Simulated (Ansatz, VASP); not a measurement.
## Two plane-wave programs on Hg

The input INCAR:

```
SYSTEM = Hg
PREC = Accurate ; ENCUT = 550
EDIFF = 1E-6 ; ISMEAR = -1
SIGMA = 0.6 ; LREAL = .False.
LASPH = .True. ; NELM = 120
ALGO = Normal ; ISIF = 2
LWAVE = .False. ; LCHARG = .True.
LELF = .True. ; LVHAR = .True.
NBANDS = 16 ; GGA_COMPAT = .False.
```

The input KPOINTS:

```
regular mesh
0
Gamma
  11 11 11
  0 0 0
```

File POSCAR:

```
Hg
1.0
    1.7463233735      1.0082402698      2.1478810803
   -1.7463233735      1.0082402698      2.1478810803
    0.0000000000     -2.0164805396      2.1478810803
Hg
1
Direct
    0.0000000000      1.0000000000      0.0000000000
```

Input for Ansatz:

```yaml
crystal:
  lattice:
    - [1.7463233735, 1.0082402698, 2.1478810803]
    - [-1.7463233735, 1.0082402698, 2.1478810803]
    - [0.0, -2.0164805396, 2.1478810803]
  atoms:
    - { symbol: Hg, position: [0.0, 1.0, 0.0] }
hamiltonian:
  xc: lda
  pseudopotentials:
    kind: paw
    azcp:
      Hg: "pseudopotentials/Hg.paw.azcp"
basis:
  ecutwfc: 420
  fft_grid_basis: typed
kpoints:
  mp_grid: { grid: [11, 11, 11], shift: [0, 0, 0] }
magnetization:
  spin_polarized: false
scf:
  occupations: { method: fermi_dirac, width: 0.6 }
  lower_state_search: "off"
output:
  stress: true
```

Alike in both runs: task single point; functional LDA; k mesh 11 × 11 × 11; occupations fermi-dirac, width 0.6 eV; no spin polarisation.

|  | VASP | Ansatz |
| --- | --- | --- |
| version | VASP 6.6.1 | Ansatz 0.2.0 |
| potentials or method | VASP PAW LDA potentials, release 64 (Hg_sv_GW), cutoff 550 eV | plane waves (420 eV) with PAW, scalar-relativistic |
| valence electrons in the cell | 20 | 20 |

```csv
,VASP,Ansatz,Ansatz less VASP
pressure (GPa),0.3,0.3,+0.01
"traceless stress, the component that is largest in VASP (GPa)",-0.15,-0.29,-0.140
```

Ansatz warns that its potentials were made for another functional, while VASP's fit it. LDA's correlation is that of Perdew and Zunger in VASP and of Perdew and Wang (1992) in Ansatz.

Spin-orbit coupling is off throughout.
